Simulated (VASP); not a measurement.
# AlRu (P4/mmm) in VASP: further runs

Runs on AlRu. Level: PBE. Tasks: single point.

Everything below comes from runs of VASP 6.6.1. Logs are shortened: lines on timing, memory, paths and dates and some standing lists are left out, and cuts for length are marked.

### 1 The cell of the first run

Symmetry: P4/mmm, No. 123, tetragonal system. Conventional cell: a = 2.992 Å, b = 2.992 Å, c = 2.962 Å, α = 90.00°, β = 90.00°, γ = 90.00°. Al (site symmetry 4/mmm) has 8 Ru at 2.58 Å and 6 Al at 2.96 to 2.99 Å within 3.4 Å. Ru (site symmetry 4/mmm) has 8 Al at 2.58 Å and 6 Ru at 2.96 to 2.99 Å within 3.4 Å.

### 2 Single point, PBE (strain -0.0100 x Voigt [0, 0, 1, 0, 0, 0])

INCAR reads:

```
ALGO = Fast ; EDIFF = 1E-7
ENCUT = 520 ; GGA = PE
ISIF = 2 ; ISMEAR = 0
LASPH = T ; LCHARG = F
LREAL = F ; LWAVE = F
NBANDS = 16 ; NELM = 100
PREC = Accurate ; SIGMA = 0.15
```

KPOINTS reads:

```
k-points
0
Gamma
  16 16 16
```

POSCAR reads:

```
AlRu
1.0
    2.9916000000      0.0000000000      0.0000000000
    0.0000000000      2.9916000000      0.0000000000
    0.0000000000      0.0000000000      2.9616840000
Al Ru
1 1
Direct
    0.0000000000      0.0000000000      0.0000000000
    0.5000000000      0.5000000000      0.5000000000
```

Potentials or basis: VASP PAW PBE potentials, release 64 (Al, Ru_pv).

Started as:

```console
> cat potpaw_PBE.64/Al/POTCAR potpaw_PBE.64/Ru_pv/POTCAR > POTCAR
> mpirun -np 1 vasp_std > vasp.out
```

OUTCAR:

```text
EDIFF = 1E-7
   ENCUT = 520
   GGA = PE
   ISIF = 2
   ISMEAR = 0
   LASPH = T
   LREAL = F
   NELM = 100
   PREC = Accurate

 ion  position               nearest neighbor table
   1  0.000  0.000  0.000-   2 2.58   2 2.58   2 2.58   2 2.58   2 2.58   2 2.58   2 2.58   2 2.58

   2  0.500  0.500  0.500-   1 2.58   1 2.58   1 2.58   1 2.58   1 2.58   1 2.58   1 2.58   1 2.58

  LATTYP: Found a simple tetragonal cell.
 ALAT       =     2.9916000000
 C/A-ratio  =     0.9900000000

  Lattice vectors:

 A1 = (   2.9916000000,   0.0000000000,   0.0000000000)
 A2 = (   0.0000000000,   2.9916000000,   0.0000000000)
 A3 = (   0.0000000000,   0.0000000000,   2.9616840000)

Analysis of symmetry for initial positions (statically):
=====================================================================
 Subroutine PRICEL returns:
 Original cell was already a primitive cell.

 Routine SETGRP: Setting up the symmetry group for a
 simple tetragonal supercell.

 Subroutine GETGRP returns: Found 16 space group operations
 (whereof 16 operations were pure point group operations)
 out of a pool of 16 trial point group operations.

The static configuration has the point symmetry D_4h.

Analysis of symmetry for dynamics (positions and initial velocities):
=====================================================================
 Subroutine PRICEL returns:
 Original cell was already a primitive cell.

 Routine SETGRP: Setting up the symmetry group for a
 simple tetragonal supercell.

 Subroutine GETGRP returns: Found 16 space group operations
 (whereof 16 operations were pure point group operations)
 out of a pool of 16 trial point group operations.

The dynamic configuration has the point symmetry D_4h.

 Subroutine INISYM returns: Found 16 space group operations
 (whereof 16 operations are pure point group operations),
 and found     1 'primitive' translations

----------------------------------------------------------------------------------------

                                     Primitive cell

  volume of cell :      26.5061

  direct lattice vectors                    reciprocal lattice vectors
     2.991600000  0.000000000  0.000000000     0.334269287  0.000000000  0.000000000
     0.000000000  2.991600000  0.000000000     0.000000000  0.334269287  0.000000000
     0.000000000  0.000000000  2.961684000     0.000000000  0.000000000  0.337645745

  length of vectors
     2.991600000  2.991600000  2.961684000     0.334269287  0.334269287  0.337645745

  position of ions in fractional coordinates (direct lattice)
     0.000000000  0.000000000  0.000000000
     0.500000000  0.500000000  0.500000000

  ion indices of the primitive-cell ions
   primitive index   ion index
                 1           1
                 2           2

----------------------------------------------------------------------------------------

 KPOINTS: k-points

Automatic generation of k-mesh.
 Grid dimensions read from file:
 generate k-points for:   16   16   16

 Generating k-lattice:

  Cartesian coordinates                     Fractional coordinates (reciprocal lattice)
     0.020891830  0.000000000  0.000000000     0.062500000  0.000000000  0.000000000
     0.000000000  0.020891830  0.000000000     0.000000000  0.062500000  0.000000000
     0.000000000  0.000000000  0.021102859     0.000000000  0.000000000  0.062500000

  Length of vectors
     0.020891830  0.020891830  0.021102859

  Shift w.r.t. Gamma in fractional coordinates (k-lattice)
     0.000000000  0.000000000  0.000000000

 Subroutine IBZKPT returns following result:
 ===========================================

 Found    405 irreducible k-points:

 Following reciprocal coordinates:
            Coordinates               Weight
  0.000000  0.000000  0.000000      1.000000
  0.062500  0.000000  0.000000      4.000000
  0.125000  0.000000  0.000000      4.000000
  0.187500  0.000000  0.000000      4.000000
  0.250000  0.000000  0.000000      4.000000
  0.312500  0.000000  0.000000      4.000000
[... 16 lines left out ...]
  0.437500  0.125000  0.000000      8.000000
  0.500000  0.125000  0.000000      4.000000
 [... further k-points ...]
   k-points           NKPTS =    405   k-points in BZ     NKDIM =    405   number of bands    NBANDS=     16
   number of dos      NEDOS =    301   number of ions     NIONS =      2
   total plane-waves  NPLWV =  13824
   dimension x,y,z NGX =    24 NGY =   24 NGZ =   24
   dimension x,y,z NGXF=    48 NGYF=   48 NGZF=   48
   ions per type =               1   1
   NGX,Y,Z   is equivalent  to a cutoff of  13.34, 13.34, 13.47 a.u.
   NGXF,Y,Z  is equivalent  to a cutoff of  26.67, 26.67, 26.94 a.u.
 SYSTEM =  unknown system
   PREC   = accura    normal or accurate (medium, high low for compatibility)
   ISTART =      0    job   : 0-new  1-cont  2-samecut
   ICHARG =      2    charge: 1-file 2-atom 10-const
   ISPIN  =      1    spin polarized calculation?
   LNONCOLLINEAR =      F non collinear calculations
   LSORBIT =      F    spin-orbit coupling
   LASPH  =      T    aspherical Exc in radial PAW
   ENCUT  =  520.0 eV  38.22 Ry    6.18 a.u.   5.56  5.56  5.51*2*pi/ulx,y,z
   NELM   =    100;   NELMIN=  2; NELMDL= -5     # of ELM steps
   EDIFF  = 0.1E-06   stopping-criterion for ELM
   LREAL  =      F    real-space projection
   EDIFFG = 0.1E-05   stopping-criterion for IOM
   NSW    =      0    number of steps for IOM
   IBRION =     -1    ionic relax: 0-MD 1-quasi-New 2-CG
   NFREE  =      0    steps in history (QN), initial steepest desc. (CG)
   ISIF   =      2    stress and relaxation
   ISYM   =      2    0-nonsym 1-usesym 2-fastsym
   POTIM  = 0.5000    time-step for ionic-motion
   TEBEG  =    0.0;   TEEND  =   0.0 temperature during run
   PSTRESS=    0.0 pullay stress
   NELECT =      17.0000    total number of electrons
   NUPDOWN=      -1.0000    fix difference up-down
   EMIN   =  10.00;   EMAX   =-10.00  energy-range for DOS
   EFERMI =   0.00;   METHOD = LEGACY
   ISMEAR =     0;   SIGMA  =   0.15  broadening in eV -4-tet -1-fermi 0-gaus
   EFERMI_NEDOS =   21; number of points for ismear=-14 and -15
   IALGO  =     68    algorithm
   IMIX   =      4    mixing-type and parameters
     AMIX     =   0.40;   BMIX     =  1.00
     AMIX_MAG =   1.60;   BMIX_MAG =  1.00
  volume/ion in A,a.u.               =      13.25        89.44
  Fermi-wavevector in a.u.,A,eV,Ry     =   1.411809  2.667932 27.119188  1.993204
  Thomas-Fermi vector in A             =   2.533622
   LORBIT       =      0    0 simple, 1 ext, 2 COOP (PROOUT), +10 PAW based schemes
   GGA     = PE    functional components
   LHFCALC =     F    Hartree Fock is set to
   AEXX    =    0.0000 exact exchange contribution
   IVDW    =     0    specifies the selected vdW correction
   LEPSILON=     F    determine dielectric tensor
   LRPA    =     F    only Hartree local field effects (RPA)
 non-spin polarized calculation
 RMM-DIIS sequential band-by-band and
 Gauss-broadening in eV      SIGMA  =   0.15
  energy-cutoff  :      520.00
  volume of cell :       26.51
 maximum number of plane-waves:       739
 NGX is ok and might be reduce to    24
   NGX = 11   NGY = 11   NGZ = 11

 number of electron      16.9999996 magnetization

 Free energy of the ion-electron system (eV)
  ---------------------------------------------------
  ext. energy  EPLUGINS =         0.00000000
  ---------------------------------------------------
  free energy    TOTEN  =       -14.25720561 eV

  energy without entropy =      -14.23845308  energy(sigma->0) =      -14.24782934

 E-fermi :  10.8760     XC(G=0): -12.6175

 val. band max:       10.8681058507   @ k =   0.4375   0.1250   0.5000
 cond. band min:      10.8769444161   @ k =   0.4375   0.1250   0.4375
 fundamental gap:      0.0088385654
 Fermi energy:        10.8760169475

 k-point     1 :       0.0000    0.0000    0.0000
  band No.  band energies     occupation
      1     -30.9126      2.00000
      2     -30.9126      2.00000
      3     -30.9004      2.00000
      4       1.1258      2.00000
      5       7.2368      2.00000
      6       7.2404      2.00000
[... 8 lines left out ...]
     15      22.9843      0.00000
     16      26.1647      0.00000

 k-point     2 :       0.0625    0.0000    0.0000
  band No.  band energies     occupation
      1     -30.9208      2.00000
      2     -30.9120      2.00000
      3     -30.8997      2.00000
      4       1.2012      2.00000
      5       7.2632      2.00000
      6       7.2664      2.00000
[... 8 lines left out ...]
     15      22.9845      0.00000
     16      26.3892      0.00000

 k-point     3 :       0.1250    0.0000    0.0000
  band No.  band energies     occupation
      1     -30.9438      2.00000
      2     -30.9100      2.00000
      3     -30.8978      2.00000
      4       1.4249      2.00000
      5       7.3255      2.00000
      6       7.3427      2.00000
[... 8 lines left out ...]
     15      22.9860      0.00000
     16      27.0997      0.00000

 k-point     4 :       0.1875    0.0000    0.0000
  band No.  band energies     occupation
      1     -30.9782      2.00000
      2     -30.9071      2.00000
      3     -30.8949      2.00000
      4       1.7888      2.00000
      5       7.3725      2.00000
      6       7.4616      2.00000
[... 8 lines left out ...]
     15      23.3847      0.00000
     16      28.3033      0.00000
[... 324 lines left out ...]
 k-point    22 :       0.3750    0.1250    0.0000
  band No.  band energies     occupation
      1     -31.0887      2.00000
      2     -30.9273      2.00000
      3     -30.8826      2.00000
      4       3.7953      2.00000
      5       6.6501      2.00000
      6       8.0386      2.00000
[... 8 lines left out ...]
     15      25.1928      0.00000
     16      25.4251      0.00000

 k-point    23 :       0.4375    0.1250    0.0000
  band No.  band energies     occupation
      1     -31.1111      2.00000
      2     -30.9252      2.00000
      3     -30.8807      2.00000
      4       4.5195      2.00000
      5       5.9991      2.00000
      6       8.1542      2.00000
[... 8 lines left out ...]
     15      22.9879      0.00000
     16      24.1987      0.00000

 k-point    24 :       0.5000    0.1250    0.0000
  band No.  band energies     occupation
      1     -31.1189      2.00000
      2     -30.9245      2.00000
      3     -30.8800      2.00000
      4       5.2481      2.00000
      5       5.2899      2.00000
      6       8.1988      2.00000
[... 8 lines left out ...]
     15      22.9855      0.00000
     16      23.4878      0.00000

 [... further k-points ...]

------------------------ aborting loop because EDIFF is reached ----------------------------------------

  FORCE on cell =-STRESS in cart. coord.  units (eV):
  Direction    XX          YY          ZZ          XY          YZ          ZX
  --------------------------------------------------------------------------------------
  -------------------------------------------------------------------------------------
  Total        0.6976906      0.6976906      0.9962674      0.0000000      0.0000000      0.0000000
  in kB       42.1723368     42.1723368     60.2200001      0.0000000      0.0000000      0.0000000
  external PRESSURE =      48.1882246 kB  Pullay stress =       0.0000000 kB

 VOLUME and BASIS-vectors are now :
 -----------------------------------------------------------------------------
  energy-cutoff  :      520.00
  volume of cell :       26.51
      direct lattice vectors                 reciprocal lattice vectors
     2.991600000  0.000000000  0.000000000     0.334269287  0.000000000  0.000000000
     0.000000000  2.991600000  0.000000000     0.000000000  0.334269287  0.000000000
     0.000000000  0.000000000  2.961684000     0.000000000  0.000000000  0.337645745

 POSITION                                       TOTAL-FORCE (eV/Angst)
 -----------------------------------------------------------------------------------
      0.00000      0.00000      0.00000         0.000000      0.000000      0.000000
      1.49580      1.49580      1.48084         0.000000      0.000000      0.000000
 -----------------------------------------------------------------------------------
    total drift:                                0.000000     -0.000000     -0.000000

  FREE ENERGIE OF THE ION-ELECTRON SYSTEM (eV)
  ---------------------------------------------------
  free  energy   TOTEN  =       -14.2572056078 eV

  energy  without entropy=      -14.2384530796  energy(sigma->0) =      -14.24782934
```

Run time: 87 s. Hardware: 1 thread of Intel Xeon 6975P-C, shared host; peak memory 0.27 GiB.

Results:

| Quantity | Value |
| --- | --- |
| Free energy | -14.2572 eV |
| Pressure | 4.8 GPa |

Stress tensor (GPa, compression positive):
```
4.22 0.00 0.00
0.00 4.22 0.00
0.00 0.00 6.02
```

Caveat: the cell differs from its parent crystal (strain -0.0100 x Voigt [0, 0, 1, 0, 0, 0]).

[end of part 1 of 3]
